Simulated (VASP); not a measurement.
# SiAs5 (P6/mmm) in VASP: a series of runs

SiAs5 is run at these levels: PBE; tasks: single point, relaxation of cell and atoms.

All numbers are computed with VASP 6.6.1; they aren't measurements. Logs are shortened: lines on timing, memory, paths and dates and some standing lists are left out, and cuts for length are marked.

## Step 1: The cell of the first run

It takes space group P6/mmm (No. 191, hexagonal). The conventional cell has a = 5.182 Å, b = 5.182 Å, c = 5.415 Å, α = 90.00°, β = 90.00°, γ = 120.00°. Within 3.9 Å of Si (site symmetry 6/mmm) lie 18 As at 2.99 to 3.75 Å. As (site symmetry mmm) has 8 As at 2.59 to 3.09 Å within 3.4 Å. Within 3.9 Å of As (site symmetry -6m2) lie 3 Si at 2.99 Å and 9 As at 2.99 to 3.09 Å.

## Step 2: Single point, PBE

File INCAR:

```
SYSTEM = SiAs5
ALGO = Normal
EDIFF = 1E-7
ENCUT = 520
GGA = PE
ISIF = 2
ISMEAR = 0
LASPH = .TRUE.
LCHARG = .TRUE.
LELF = .TRUE.
LREAL = .FALSE.
LVHAR = .TRUE.
LWAVE = .FALSE.
NBANDS = 24
NELM = 80
PREC = Accurate
SIGMA = 0.1
```

File KPOINTS:

```
k-points
0
G
  3 3 4
  0 0 0
```

File POSCAR:

```
SiAs5
1.0
    5.1819323822      0.0000000000      0.0000000000
   -2.5909661911      4.4876850837      0.0000000000
    0.0000000000      0.0000000000      5.4152113679
Si As
1 5
Direct
    0.0000000000      0.0000000000      0.0000000000
    0.5000000000      0.0000000000      0.5000000000
    0.5000000000      0.5000000000      0.5000000000
    0.0000000000      0.5000000000      0.5000000000
    0.3333333333      0.6666666667      0.0000000000
    0.6666666667      0.3333333333      0.0000000000
```

Potentials or basis: VASP PAW PBE potentials, release 64 (Si, As).

The run is started by

```sh
$ cat potpaw_PBE.64/Si/POTCAR potpaw_PBE.64/As/POTCAR > POTCAR
$ mpirun -np 1 vasp_std > vasp.out
```

OUTCAR:

```text
SYSTEM = SiAs5
   EDIFF = 1E-7
   ENCUT = 520
   GGA = PE
   ISIF = 2
   ISMEAR = 0
   LASPH = .TRUE.
   LREAL = .FALSE.
   NELM = 80
   PREC = Accurate

 ion  position               nearest neighbor table
   1  0.000  0.000  0.000-   5 2.99   6 2.99   6 2.99   5 2.99   6 2.99   5 2.99
   2  0.500  0.000  0.500-   3 2.59   4 2.59   3 2.59   4 2.59
   3  0.500  0.500  0.500-   4 2.59   4 2.59   2 2.59   2 2.59
   4  0.000  0.500  0.500-   3 2.59   3 2.59   2 2.59   2 2.59
   5  0.333  0.667  0.000-   1 2.99   1 2.99   1 2.99
   6  0.667  0.333  0.000-   1 2.99   1 2.99   1 2.99

  LATTYP: Found a hexagonal cell.
 ALAT       =     5.1819323822
 C/A-ratio  =     1.0450177595

  Lattice vectors:

 A1 = (   5.1819323822,   0.0000000000,   0.0000000000)
 A2 = (  -2.5909661911,   4.4876850837,   0.0000000000)
 A3 = (   0.0000000000,   0.0000000000,   5.4152113679)

Analysis of symmetry for initial positions (statically):
=====================================================================
 Subroutine PRICEL returns:
 Original cell was already a primitive cell.

 Routine SETGRP: Setting up the symmetry group for a
 hexagonal supercell.

 Subroutine GETGRP returns: Found 24 space group operations
 (whereof 24 operations were pure point group operations)
 out of a pool of 24 trial point group operations.

The static configuration has the point symmetry D_6h.

Analysis of symmetry for dynamics (positions and initial velocities):
=====================================================================
 Subroutine PRICEL returns:
 Original cell was already a primitive cell.

 Routine SETGRP: Setting up the symmetry group for a
 hexagonal supercell.

 Subroutine GETGRP returns: Found 24 space group operations
 (whereof 24 operations were pure point group operations)
 out of a pool of 24 trial point group operations.

The dynamic configuration has the point symmetry D_6h.

 Subroutine INISYM returns: Found 24 space group operations
 (whereof 24 operations are pure point group operations),
 and found     1 'primitive' translations

----------------------------------------------------------------------------------------

                                     Primitive cell

[... 80 lines left out ...]
   ENCUT  =  520.0 eV  38.22 Ry    6.18 a.u.   9.63  9.63 10.07*2*pi/ulx,y,z
   NELM   =     80;   NELMIN=  2; NELMDL= -5     # of ELM steps
   EDIFF  = 0.1E-06   stopping-criterion for ELM
   LREAL  =      F    real-space projection
   EDIFFG = 0.1E-05   stopping-criterion for IOM
   NSW    =      0    number of steps for IOM
   IBRION =     -1    ionic relax: 0-MD 1-quasi-New 2-CG
   NFREE  =      0    steps in history (QN), initial steepest desc. (CG)
   ISIF   =      2    stress and relaxation
   ISYM   =      2    0-nonsym 1-usesym 2-fastsym
   POTIM  = 0.5000    time-step for ionic-motion
   TEBEG  =    0.0;   TEEND  =   0.0 temperature during run
   PSTRESS=    0.0 pullay stress
   NELECT =      29.0000    total number of electrons
   NUPDOWN=      -1.0000    fix difference up-down
   EMIN   =  10.00;   EMAX   =-10.00  energy-range for DOS
   EFERMI =   0.00;   METHOD = LEGACY
   ISMEAR =     0;   SIGMA  =   0.10  broadening in eV -4-tet -1-fermi 0-gaus
   EFERMI_NEDOS =   21; number of points for ismear=-14 and -15
   IALGO  =     38    algorithm
   IMIX   =      4    mixing-type and parameters
     AMIX     =   0.40;   BMIX     =  1.00
     AMIX_MAG =   1.60;   BMIX_MAG =  1.00
  volume/ion in A,a.u.               =      20.99       141.64
  Fermi-wavevector in a.u.,A,eV,Ry     =   1.003454  1.896254 13.699989  1.006921
  Thomas-Fermi vector in A             =   2.136007
   LORBIT       =      0    0 simple, 1 ext, 2 COOP (PROOUT), +10 PAW based schemes
   GGA     = PE    functional components
   LHFCALC =     F    Hartree Fock is set to
   AEXX    =    0.0000 exact exchange contribution
   IVDW    =     0    specifies the selected vdW correction
   LEPSILON=     F    determine dielectric tensor
   LRPA    =     F    only Hartree local field effects (RPA)
 non-spin polarized calculation
 Gauss-broadening in eV      SIGMA  =   0.10
  energy-cutoff  :      520.00
  volume of cell :      125.93
 maximum number of plane-waves:      3410
 NGX is ok and might be reduce to    40
   NGX = 19   NGY = 19   NGZ = 21

 number of electron      29.0000005 magnetization

 Free energy of the ion-electron system (eV)
  ---------------------------------------------------
  ext. energy  EPLUGINS =         0.00000000
  ---------------------------------------------------
  free energy    TOTEN  =       -25.25428980 eV

  energy without entropy =      -25.23171258  energy(sigma->0) =      -25.24300119

 E-fermi :   5.6610     XC(G=0): -10.0991

 val. band max:        5.6187301436   @ k =   0.3333   0.0000   0.0000
 cond. band min:       5.7512839145   @ k =   0.0000   0.0000   0.5000
 fundamental gap:      0.1325537709
 Fermi energy:         5.6609836466

 k-point     1 :       0.0000    0.0000    0.0000
  band No.  band energies     occupation
      1      -9.3279      2.00000
      2      -5.9356      2.00000
      3      -3.9716      2.00000
      4      -3.2743      2.00000
      5      -3.2743      2.00000
      6      -0.9715      2.00000
[... 232 lines left out ...]
     23       9.3900      0.00000
     24       9.3900      0.00000

------------------------ aborting loop because EDIFF is reached ----------------------------------------

  FORCE on cell =-STRESS in cart. coord.  units (eV):
  Direction    XX          YY          ZZ          XY          YZ          ZX
  --------------------------------------------------------------------------------------
  -------------------------------------------------------------------------------------
  Total        0.1318603      0.1318603      0.1413296      0.0000000      0.0000000      0.0000000
  in kB        1.6776263      1.6776263      1.7981012      0.0000000      0.0000000      0.0000000
  external PRESSURE =       1.7177846 kB  Pullay stress =       0.0000000 kB

 VOLUME and BASIS-vectors are now :
 -----------------------------------------------------------------------------
  energy-cutoff  :      520.00
  volume of cell :      125.93
      direct lattice vectors                 reciprocal lattice vectors
     5.181932382  0.000000000  0.000000000     0.192978203  0.111416018  0.000000000
    -2.590966191  4.487685084  0.000000000     0.000000000  0.222832035  0.000000000
     0.000000000  0.000000000  5.415211368     0.000000000  0.000000000  0.184664999

 POSITION                                       TOTAL-FORCE (eV/Angst)
 -----------------------------------------------------------------------------------
      0.00000      0.00000      0.00000         0.000000      0.000000     -0.000000
      2.59097      0.00000      2.70761         0.000000      0.000000     -0.000000
      1.29548      2.24384      2.70761         0.000000      0.000000     -0.000000
     -1.29548      2.24384      2.70761         0.000000      0.000000     -0.000000
     -0.00000      2.99179      0.00000        -0.000000      0.000000     -0.000000
      2.59097      1.49590      0.00000         0.000000     -0.000000      0.000000
 -----------------------------------------------------------------------------------
    total drift:                               -0.000000     -0.000000      0.000000

  FREE ENERGIE OF THE ION-ELECTRON SYSTEM (eV)
  ---------------------------------------------------
  free  energy   TOTEN  =       -25.2542897982 eV

  energy  without entropy=      -25.2317125764  energy(sigma->0) =      -25.24300119
```

OSZICAR:

```text
N       E                     dE             d eps       ncg     rms          rms(c)
DAV:   1     0.978202276122E+02    0.97820E+02   -0.11018E+04   432   0.971E+02
DAV:   2    -0.172279522756E+02   -0.11505E+03   -0.10722E+03   552   0.153E+02
DAV:   3    -0.252204694306E+02   -0.79925E+01   -0.78076E+01   560   0.397E+01
DAV:   4    -0.253282541612E+02   -0.10778E+00   -0.10764E+00   456   0.499E+00
DAV:   5    -0.253292887432E+02   -0.10346E-02   -0.10342E-02   552   0.521E-01    0.487E+00
DAV:   6    -0.252699672898E+02    0.59321E-01   -0.49612E-02   472   0.899E-01    0.287E+00
DAV:   7    -0.252539879456E+02    0.15979E-01   -0.37023E-02   512   0.813E-01    0.458E-01
DAV:   8    -0.252541466209E+02   -0.15868E-03   -0.28239E-03   520   0.239E-01    0.115E-01
DAV:   9    -0.252542627034E+02   -0.11608E-03   -0.35128E-04   512   0.853E-02    0.449E-02
DAV:  10    -0.252542865957E+02   -0.23892E-04   -0.42901E-05   496   0.303E-02    0.111E-02
DAV:  11    -0.252542899724E+02   -0.33767E-05   -0.70252E-06   496   0.131E-02    0.750E-03
DAV:  12    -0.252542897560E+02    0.21642E-06   -0.21384E-06   488   0.674E-03    0.122E-03
DAV:  13    -0.252542897982E+02   -0.42283E-07   -0.38249E-07   512   0.282E-03
   1 F= -.25254290E+02 E0= -.25243001E+02  d E =-.225772E-01
```

stdout:

```text
POSCAR found type information on POSCAR SiAs
 POSCAR found :  2 types and       6 ions
 scaLAPACK will be used
 LDA part: xc-table for (Slater+PW92), standard interpolation
 POSCAR, INCAR and KPOINTS ok, starting setup
 FFT: planning ... GRIDC
 FFT: planning ... GRID_SOFT
 FFT: planning ... GRID
 WAVECAR not read
 entering main loop
```

Run time: 35 s. Hardware: 1 thread of Intel Xeon Platinum 8259CL at 2.50GHz (Skylake/Cascade Lake), shared host; peak memory 0.24 GiB.

Results:

| Quantity | Value |
| --- | --- |
| Free energy | -25.2543 eV |
| Pressure | 0.2 GPa |

Caveat: the k points lie up to 0.47 Å⁻¹ apart.

(Part 1 of 2 ends here.)
